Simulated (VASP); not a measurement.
Set up this calculation in VASP 6.6.1, as the native input.

```yaml
Task: single point
Functional: LDA
Potentials_or_basis: VASP PAW LDA potentials, release 64 (Rb_sv, Ba_sv)
Cutoff: 520 eV
k_mesh: 2 × 2 × 2
Occupations: methfessel-paxton, width 0.2 eV
Spin: no spin polarisation
Dipole_correction: no
Further_INCAR_settings: ALGO = Normal; EDIFF = 1e-06; NBANDS = 26
```

The structure of Rb3Ba lies in POSCAR:

```
Rb3Ba
1.0
    0.0000000000      5.5144300000      5.5144300000
    5.5144300000      0.0000000000      5.5144300000
    5.5144300000      5.5144300000      0.0000000000
Rb Ba
3 1
Direct
    0.2500000000      0.2500000000      0.2500000000
    0.7500000000      0.7500000000      0.7500000000
    0.5000000000      0.5000000000      0.5000000000
    0.0000000000      0.0000000000      0.0000000000
```

The input as run:

INCAR

```
SYSTEM = Rb3Ba
PREC     = Accurate       ! precision mode
ENCUT    = 520            ! plane-wave cutoff, eV
EDIFF    = 1E-6           ! SCF threshold, eV
ISMEAR   = 1              ! smearing method
SIGMA    = 0.2            ! smearing width, eV
LREAL    = .FALSE.        ! projectors in reciprocal space
LASPH    = .TRUE.         ! aspherical terms in the spheres
NELM     = 60             ! most SCF steps
ALGO     = Normal         ! electronic algorithm
ISIF     = 2              ! what is computed and relaxed
LWAVE    = .FALSE.        ! write WAVECAR
LCHARG   = .FALSE.        ! write CHGCAR
NBANDS   = 26             ! bands
```

KPOINTS

```
Automatic mesh
0
G
  2 2 2
  0 0 0
```

Potentials or basis: VASP PAW LDA potentials, release 64 (Rb_sv, Ba_sv).

Launch:

```sh
$ cat potpaw_LDA.64/Rb_sv/POTCAR potpaw_LDA.64/Ba_sv/POTCAR > POTCAR
$ mpirun -np 1 vasp_std > vasp.out
```

It gave:

```
Pressure : -0.7 GPa
```

Caveat: the k points lie up to 0.49 Å⁻¹ apart.

Run time: 28 s on 1 thread of Intel(R) Xeon(R) Platinum 8488C (Sapphire Rapids), with other jobs on the host, peak memory 0.36 GiB.
